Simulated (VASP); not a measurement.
# Ir (Fm-3m) in VASP: a series of runs

Runs on Ir. Level: PBEsol. Tasks: single point.

Everything below comes from runs of VASP 6.6.1. Logs are shortened: lines on timing, memory, paths and dates and some standing lists are left out, and cuts for length are marked.

### Step 1. The cell of the first run

Symmetry: Fm-3m, No. 225, cubic system. Conventional cell: a = 3.753 Å, b = 3.753 Å, c = 3.753 Å, α = 90.00°, β = 90.00°, γ = 90.00°. Ir (site symmetry m-3m) has 12 Ir at 2.65 Å within 3.5 Å.

### Step 2. Single point, PBEsol

Input file INCAR:

```
ALGO = Normal
EDIFF = 1E-6
ENCUT = 500
GGA = PS
GGA_COMPAT = False
ISIF = 2
ISMEAR = 1
LASPH = True
LCHARG = False
LREAL = False
LWAVE = False
NBANDS = 10
NELM = 120
PREC = Accurate
SIGMA = 0.05
```

Input file KPOINTS:

```
k-points
0
Gamma
  10 10 10
```

Input file POSCAR:

```
Ir
1.0
    0.0000000000      1.8764951499      1.8764951499
    1.8764951499      0.0000000000      1.8764951499
    1.8764951499      1.8764951499      0.0000000000
Ir
1
Direct
    0.0000000000      0.0000000000      0.0000000000
```

Potentials or basis: VASP PAW PBE potentials, release 64 (Ir).

Launch:

```console
$ cat potpaw_PBE.64/Ir/POTCAR > POTCAR
$ mpirun -np 1 vasp_std > vasp.out
```

OUTCAR:

```text
EDIFF = 1E-6
   ENCUT = 500
   GGA = PS
   ISIF = 2
   ISMEAR = 1
   LASPH = True
   LREAL = False
   NELM = 120
   PREC = Accurate

 ion  position               nearest neighbor table
   1  0.000  0.000  0.000-

  LATTYP: Found a face centered cubic cell.
 ALAT       =     3.7529902998

  Lattice vectors:

 A1 = (   0.0000000000,   1.8764951499,   1.8764951499)
 A2 = (   1.8764951499,   0.0000000000,   1.8764951499)
 A3 = (   1.8764951499,   1.8764951499,   0.0000000000)

Analysis of symmetry for initial positions (statically):
=====================================================================
 Subroutine PRICEL returns:
 Original cell was already a primitive cell.

 Routine SETGRP: Setting up the symmetry group for a
 face centered cubic supercell.

 Subroutine GETGRP returns: Found 48 space group operations
 (whereof 48 operations were pure point group operations)
 out of a pool of 48 trial point group operations.

The static configuration has the point symmetry O_h .

Analysis of symmetry for dynamics (positions and initial velocities):
=====================================================================
 Subroutine PRICEL returns:
 Original cell was already a primitive cell.

 Routine SETGRP: Setting up the symmetry group for a
 face centered cubic supercell.

 Subroutine GETGRP returns: Found 48 space group operations
 (whereof 48 operations were pure point group operations)
 out of a pool of 48 trial point group operations.

The dynamic configuration has the point symmetry O_h .

 Subroutine INISYM returns: Found 48 space group operations
 (whereof 48 operations are pure point group operations),
 and found     1 'primitive' translations

----------------------------------------------------------------------------------------

                                     Primitive cell

  volume of cell :      13.2152

  direct lattice vectors                    reciprocal lattice vectors
     0.000000000  1.876495150  1.876495150    -0.266454193  0.266454193  0.266454193
     1.876495150  0.000000000  1.876495150     0.266454193 -0.266454193  0.266454193
     1.876495150  1.876495150  0.000000000     0.266454193  0.266454193 -0.266454193

  length of vectors
     2.653764891  2.653764891  2.653764891     0.461512199  0.461512199  0.461512199

  position of ions in fractional coordinates (direct lattice)
     0.000000000  0.000000000  0.000000000

  ion indices of the primitive-cell ions
   primitive index   ion index
                 1           1

----------------------------------------------------------------------------------------

 KPOINTS: k-points

Automatic generation of k-mesh.
 Grid dimensions read from file:
 generate k-points for:   10   10   10

 Generating k-lattice:

  Cartesian coordinates                     Fractional coordinates (reciprocal lattice)
    -0.026645419  0.026645419  0.026645419     0.100000000  0.000000000  0.000000000
     0.026645419 -0.026645419  0.026645419     0.000000000  0.100000000  0.000000000
     0.026645419  0.026645419 -0.026645419     0.000000000  0.000000000  0.100000000

  Length of vectors
     0.046151220  0.046151220  0.046151220

  Shift w.r.t. Gamma in fractional coordinates (k-lattice)
     0.000000000  0.000000000  0.000000000

 Subroutine IBZKPT returns following result:
 ===========================================

 Found     47 irreducible k-points:

 Following reciprocal coordinates:
            Coordinates               Weight
  0.000000  0.000000  0.000000      1.000000
  0.100000  0.000000  0.000000      8.000000
  0.200000  0.000000  0.000000      8.000000
  0.300000  0.000000  0.000000      8.000000
  0.400000  0.000000  0.000000      8.000000
  0.500000  0.000000  0.000000      4.000000
[... 16 lines left out ...]
  0.300000  0.300000  0.000000      6.000000
  0.400000  0.300000  0.000000     24.000000
 [... further k-points ...]
   k-points           NKPTS =     47   k-points in BZ     NKDIM =     47   number of bands    NBANDS=     10
   number of dos      NEDOS =    301   number of ions     NIONS =      1
   total plane-waves  NPLWV =   8000
   dimension x,y,z NGX =    20 NGY =   20 NGZ =   20
   dimension x,y,z NGXF=    40 NGYF=   40 NGZF=   40
   ions per type =               1
   NGX,Y,Z   is equivalent  to a cutoff of  12.53, 12.53, 12.53 a.u.
   NGXF,Y,Z  is equivalent  to a cutoff of  25.06, 25.06, 25.06 a.u.
 SYSTEM =  unknown system
   PREC   = accura    normal or accurate (medium, high low for compatibility)
   ISTART =      0    job   : 0-new  1-cont  2-samecut
   ICHARG =      2    charge: 1-file 2-atom 10-const
   ISPIN  =      1    spin polarized calculation?
   LNONCOLLINEAR =      F non collinear calculations
   LSORBIT =      F    spin-orbit coupling
   LASPH  =      T    aspherical Exc in radial PAW
   ENCUT  =  500.0 eV  36.75 Ry    6.06 a.u.   4.84  4.84  4.84*2*pi/ulx,y,z
   NELM   =    120;   NELMIN=  2; NELMDL= -5     # of ELM steps
   EDIFF  = 0.1E-05   stopping-criterion for ELM
   LREAL  =      F    real-space projection
   EDIFFG = 0.1E-04   stopping-criterion for IOM
   NSW    =      0    number of steps for IOM
   IBRION =     -1    ionic relax: 0-MD 1-quasi-New 2-CG
   NFREE  =      0    steps in history (QN), initial steepest desc. (CG)
   ISIF   =      2    stress and relaxation
   ISYM   =      2    0-nonsym 1-usesym 2-fastsym
   POTIM  = 0.5000    time-step for ionic-motion
   TEBEG  =    0.0;   TEEND  =   0.0 temperature during run
   PSTRESS=    0.0 pullay stress
   NELECT =       9.0000    total number of electrons
   NUPDOWN=      -1.0000    fix difference up-down
   EMIN   =  10.00;   EMAX   =-10.00  energy-range for DOS
   EFERMI =   0.00;   METHOD = LEGACY
   ISMEAR =     1;   SIGMA  =   0.05  broadening in eV -4-tet -1-fermi 0-gaus
   EFERMI_NEDOS =   21; number of points for ismear=-14 and -15
   IALGO  =     38    algorithm
   IMIX   =      4    mixing-type and parameters
     AMIX     =   0.40;   BMIX     =  1.00
     AMIX_MAG =   1.60;   BMIX_MAG =  1.00
  volume/ion in A,a.u.               =      13.22        89.18
  Fermi-wavevector in a.u.,A,eV,Ry     =   1.440340  2.721847 28.226348  2.074578
  Thomas-Fermi vector in A             =   2.559095
   LORBIT       =      0    0 simple, 1 ext, 2 COOP (PROOUT), +10 PAW based schemes
   GGA     = PS    functional components
   LHFCALC =     F    Hartree Fock is set to
   AEXX    =    0.0000 exact exchange contribution
   IVDW    =     0    specifies the selected vdW correction
   LEPSILON=     F    determine dielectric tensor
   LRPA    =     F    only Hartree local field effects (RPA)
 non-spin polarized calculation
 Methfessel and Paxton  Order N= 1 SIGMA  =   0.05
  energy-cutoff  :      500.00
  volume of cell :       13.22
 maximum number of plane-waves:       344
   NGX =  9   NGY =  9   NGZ =  9

 number of electron       9.0000000 magnetization

 Free energy of the ion-electron system (eV)
  ---------------------------------------------------
  ext. energy  EPLUGINS =         0.00000000
  ---------------------------------------------------
  free energy    TOTEN  =        -9.74818850 eV

  energy without entropy =       -9.74774080  energy(sigma->0) =       -9.74803927

 E-fermi :  11.5564     XC(G=0): -14.5040

 val. band max:       11.5434717997   @ k =  -0.3000   0.3000   0.1000
 cond. band min:      11.5807390089   @ k =  -0.4000   0.5000   0.1000
 fundamental gap:      0.0372672092
 Fermi energy:        11.5564217551

 k-point     1 :       0.0000    0.0000    0.0000
  band No.  band energies     occupation
      1      -0.4718      2.00000
      2       7.1414      2.00000
      3       7.1414      2.00000
      4       7.1414      2.00000
      5      10.1717      2.00000
      6      10.1717      2.00000
      7      25.6294      0.00000
      8      31.6267      0.00000
      9      31.6267      0.00000
     10      31.6267      0.00000

 k-point     2 :       0.1000    0.0000    0.0000
  band No.  band energies     occupation
      1      -0.0012      2.00000
      2       6.8928      2.00000
      3       7.3414      2.00000
      4       7.3414      2.00000
      5      10.0451      2.00000
      6      10.0451      2.00000
      7      26.4510      0.00000
      8      29.6728      0.00000
      9      32.4278      0.00000
     10      32.4278      0.00000

 k-point     3 :       0.2000    0.0000    0.0000
  band No.  band energies     occupation
      1       1.2062      2.00000
      2       6.5185      2.00000
      3       7.6477      2.00000
      4       7.6477      2.00000
      5      10.0506      2.00000
      6      10.0506      2.00000
      7      26.7319      0.00000
      8      28.3729      0.00000
      9      34.6016      0.00000
     10      34.6016      0.00000

 k-point     4 :       0.3000    0.0000    0.0000
  band No.  band energies     occupation
      1       2.3268      2.00000
      2       7.0508      2.00000
      3       7.4999      2.00000
      4       7.4999      2.00000
      5      10.8459      2.00000
      6      10.8459      2.00000
      7      24.1398      0.00000
      8      27.9762      0.00000
      9      36.0126      0.00000
     10      36.0126      0.00000

 k-point     5 :       0.4000    0.0000    0.0000
  band No.  band energies     occupation
      1       2.5969      2.00000
      2       7.1673      2.00000
      3       7.1673      2.00000
      4       9.0467      2.00000
      5      11.9741     -0.00000
      6      11.9741     -0.00000
      7      21.2273      0.00000
      8      25.9060      0.00000
      9      33.0397      0.00000
     10      33.0397      0.00000

 k-point     6 :       0.5000    0.0000    0.0000
  band No.  band energies     occupation
      1       2.5756      2.00000
      2       7.0242      2.00000
      3       7.0242      2.00000
      4      10.4863      2.00000
      5      12.5091     -0.00000
      6      12.5091     -0.00000
      7      19.4357      0.00000
      8      25.1794      0.00000
      9      31.8257      0.00000
     10      31.8257      0.00000
[... 183 lines left out ...]
 k-point    21 :      -0.3000    0.2000    0.0000
  band No.  band energies     occupation
      1       4.1306      2.00000
      2       6.2904      2.00000
      3       6.6668      2.00000
      4       8.3901      2.00000
      5      10.3709      2.00000
      6      14.5835      0.00000
      7      22.8146      0.00000
      8      27.4557      0.00000
      9      29.2587      0.00000
     10      34.9611      0.00000

 k-point    22 :      -0.2000    0.2000    0.0000
  band No.  band energies     occupation
      1       3.4287      2.00000
      2       5.8115      2.00000
      3       7.0889      2.00000
      4       8.7148      2.00000
      5       9.0267      2.00000
      6      12.8818      0.00000
      7      25.4828      0.00000
      8      29.0963      0.00000
      9      30.5763      0.00000
     10      32.7455      0.00000

 k-point    23 :       0.3000    0.3000    0.0000
  band No.  band energies     occupation
      1       3.1688      2.00000
      2       4.3960      2.00000
      3       8.4220      2.00000
      4      10.2627      2.00000
      5      10.2627      2.00000
      6      11.6063     -0.04980
      7      28.5857      0.00000
      8      28.5857      0.00000
      9      29.7370      0.00000
     10      33.1621      0.00000

 k-point    24 :       0.4000    0.3000    0.0000
  band No.  band energies     occupation
      1       3.4178      2.00000
      2       4.1610      2.00000
      3       8.5345      2.00000
      4      10.5172      2.00000
      5      12.3575     -0.00000
      6      12.3758     -0.00000
      7      24.9045      0.00000
      8      27.1695      0.00000
      9      28.3293      0.00000
     10      33.3816      0.00000

 [... further k-points ...]

------------------------ aborting loop because EDIFF is reached ----------------------------------------

  FORCE on cell =-STRESS in cart. coord.  units (eV):
  Direction    XX          YY          ZZ          XY          YZ          ZX
  --------------------------------------------------------------------------------------
  -------------------------------------------------------------------------------------
  Total        2.4098940      2.4098940      2.4098940      0.0000000      0.0000000      0.0000000
  in kB      292.1703846    292.1703846    292.1703846      0.0000000      0.0000000      0.0000000
  external PRESSURE =     292.1703846 kB  Pullay stress =       0.0000000 kB

 VOLUME and BASIS-vectors are now :
 -----------------------------------------------------------------------------
  energy-cutoff  :      500.00
  volume of cell :       13.22
      direct lattice vectors                 reciprocal lattice vectors
     0.000000000  1.876495150  1.876495150    -0.266454193  0.266454193  0.266454193
     1.876495150  0.000000000  1.876495150     0.266454193 -0.266454193  0.266454193
     1.876495150  1.876495150  0.000000000     0.266454193  0.266454193 -0.266454193

 POSITION                                       TOTAL-FORCE (eV/Angst)
 -----------------------------------------------------------------------------------
      0.00000      0.00000      0.00000         0.000000      0.000000      0.000000
 -----------------------------------------------------------------------------------
    total drift:                                0.000000      0.000000     -0.000000

  FREE ENERGIE OF THE ION-ELECTRON SYSTEM (eV)
  ---------------------------------------------------
  free  energy   TOTEN  =        -9.7481884973 eV

  energy  without entropy=       -9.7477408005  energy(sigma->0) =       -9.74803927
```

Wall time 13 s (1 thread of Intel Xeon 8259CL, shared host); peak memory 0.13 GiB.

What came out:

| Item | Value |
| --- | --- |
| Free energy | -9.7482 eV |
| Pressure | 29.2 GPa |

Caveat: the PAW data sets were made with another functional, which shifts forces and pressure a little; spin-orbit coupling is left out, which moves the levels of the heavy elements.

### Step 3. Single point, PBEsol

This run uses another cell than the first one, of 13.64 Å³/atom, 1.032 times its volume.

Input file INCAR:

```
SYSTEM = Ir
PREC = Accurate
ENCUT = 500
EDIFF = 1E-6
ISMEAR = 1
SIGMA = 0.05
LREAL = .False.
LASPH = .True.
NELM = 120
ALGO = Normal
ISIF = 2
LWAVE = .False.
LCHARG = .False.
GGA = PS
NBANDS = 10
GGA_COMPAT = .False.
```

Input file KPOINTS:

```
Automatic mesh
0
Gamma
  10 10 10
  0 0 0
```

Input file POSCAR:

```
Ir
1.0
    0.0000000000      1.8962491820      1.8962491820
    1.8962491820      0.0000000000      1.8962491820
    1.8962491820      1.8962491820      0.0000000000
Ir
1
Direct
    0.0000000000      0.0000000000      0.0000000000
```

Potentials or basis: VASP PAW PBE potentials, release 64 (Ir).

Launch:

```console
$ cat potpaw_PBE.64/Ir/POTCAR > POTCAR
$ mpirun -np 1 vasp_std > vasp.out
```

OUTCAR:

```text
SYSTEM = Ir
   PREC = Accurate
   ENCUT = 500
   EDIFF = 1E-6
   ISMEAR = 1
   LREAL = .False.
   LASPH = .True.
   NELM = 120
   ISIF = 2
   GGA = PS

 ion  position               nearest neighbor table
   1  0.000  0.000  0.000-

  LATTYP: Found a face centered cubic cell.
 ALAT       =     3.7924983640

  Lattice vectors:

 A1 = (   0.0000000000,   1.8962491820,   1.8962491820)
 A2 = (   1.8962491820,   0.0000000000,   1.8962491820)
 A3 = (   1.8962491820,   1.8962491820,   0.0000000000)

Analysis of symmetry for initial positions (statically):
=====================================================================
 Subroutine PRICEL returns:
 Original cell was already a primitive cell.

 Routine SETGRP: Setting up the symmetry group for a
 face centered cubic supercell.

 Subroutine GETGRP returns: Found 48 space group operations
 (whereof 48 operations were pure point group operations)
 out of a pool of 48 trial point group operations.

The static configuration has the point symmetry O_h .

Analysis of symmetry for dynamics (positions and initial velocities):
[... 164 lines left out ...]
 k-point     1 :       0.0000    0.0000    0.0000
  band No.  band energies     occupation
      1      -0.6963      2.00000
      2       6.7670      2.00000
      3       6.7670      2.00000
      4       6.7670      2.00000
      5       9.6510      2.00000
      6       9.6510      2.00000
      7      25.1324      0.00000
      8      30.9357      0.00000
      9      30.9357      0.00000
     10      30.9357      0.00000
[... 287 lines left out ...]
 k-point    24 :       0.4000    0.3000    0.0000
  band No.  band energies     occupation
      1       3.1749      2.00000
      2       3.9191      2.00000
      3       8.0761      2.00000
      4       9.9873      2.00000
      5      11.7428     -0.00000
      6      11.7434     -0.00000
      7      24.0337      0.00000
      8      26.2978      0.00000
      9      27.3642      0.00000
     10      32.3604      0.00000

 [... further k-points ...]

------------------------ aborting loop because EDIFF is reached ----------------------------------------

  FORCE on cell =-STRESS in cart. coord.  units (eV):
  Direction    XX          YY          ZZ          XY          YZ          ZX
  --------------------------------------------------------------------------------------
  -------------------------------------------------------------------------------------
  Total        1.1632578      1.1632578      1.1632578     -0.0000000      0.0000000      0.0000000
  in kB      136.6691011    136.6691011    136.6691011     -0.0000000      0.0000000      0.0000000
  external PRESSURE =     136.6691011 kB  Pullay stress =       0.0000000 kB

 VOLUME and BASIS-vectors are now :
 -----------------------------------------------------------------------------
  energy-cutoff  :      500.00
  volume of cell :       13.64
      direct lattice vectors                 reciprocal lattice vectors
     0.000000000  1.896249182  1.896249182    -0.263678426  0.263678426  0.263678426
     1.896249182  0.000000000  1.896249182     0.263678426 -0.263678426  0.263678426
     1.896249182  1.896249182  0.000000000     0.263678426  0.263678426 -0.263678426

 POSITION                                       TOTAL-FORCE (eV/Angst)
 -----------------------------------------------------------------------------------
      0.00000      0.00000      0.00000         0.000000     -0.000000      0.000000
 -----------------------------------------------------------------------------------
    total drift:                                0.000000      0.000000      0.000000

  FREE ENERGIE OF THE ION-ELECTRON SYSTEM (eV)
  ---------------------------------------------------
  free  energy   TOTEN  =        -9.8042714140 eV

  energy  without entropy=       -9.8038363589  energy(sigma->0) =       -9.80412640
```

Wall time 12 s (1 thread of Intel Xeon 8259CL, shared host); peak memory 0.13 GiB.

What came out:

```yaml
Free_energy: -9.8043 eV
Pressure: 13.7 GPa
```

Caveat: the PAW data sets were made with another functional, which shifts forces and pressure a little; spin-orbit coupling is left out, which moves the levels of the heavy elements.

### Step 4. Single point, PBEsol

This run uses another cell than the first one, of 14.06 Å³/atom, 1.064 times its volume.

Input file INCAR:

```
  ALGO = Normal
  EDIFF = 1E-6
  ENCUT = 500
  GGA = PS
  GGA_COMPAT = False
  ISIF = 2
  ISMEAR = 1
  LASPH = True
  LCHARG = False
  LREAL = False
  LWAVE = False
  NBANDS = 10
  NELM = 120
  PREC = Accurate
  SIGMA = 0.05
```

Input file KPOINTS:

```
k-points
0
Gamma
  10 10 10
```

Input file POSCAR:

```
Ir
1.0
    0.0000000000      1.9156000000      1.9156000000
    1.9156000000      0.0000000000      1.9156000000
    1.9156000000      1.9156000000      0.0000000000
Ir
1
Direct
    0.0000000000      0.0000000000      0.0000000000
```

Launch:

```console
$ cat potpaw_PBE.64/Ir/POTCAR > POTCAR
$ mpirun -np 1 vasp_std > vasp.out
```

It took 11 s on 1 thread of Intel Xeon 8259CL, shared host; peak memory 0.13 GiB.

The run converged. Its results:

| Property | Result |
| --- | --- |
| Free energy | -9.8229 eV |
| Pressure | 0.7 GPa |

Levels at points of the mesh, in eV from the Fermi level:
```tsv
k point	band 1	band 2	band 3	band 4	band 5	band 6	band 7	band 8	band 9
(0.00, 0.00, 0.00)	-11.33	-4.01	-4.01	-4.01	-1.27	-1.27	14.23	19.85	19.85
(0.50, 0.00, 0.00)	-8.28	-4.11	-4.11	-0.90	0.84	0.84	7.22	13.77	19.74
(0.50, 0.50, 0.00)	-8.08	-7.51	0.83	1.42	1.42	1.57	10.48	11.62	11.62
```

Caveat: the PAW data sets were made with another functional, which shifts forces and pressure a little; spin-orbit coupling is left out, which moves the levels of the heavy elements.

[end of part 1 of 2]
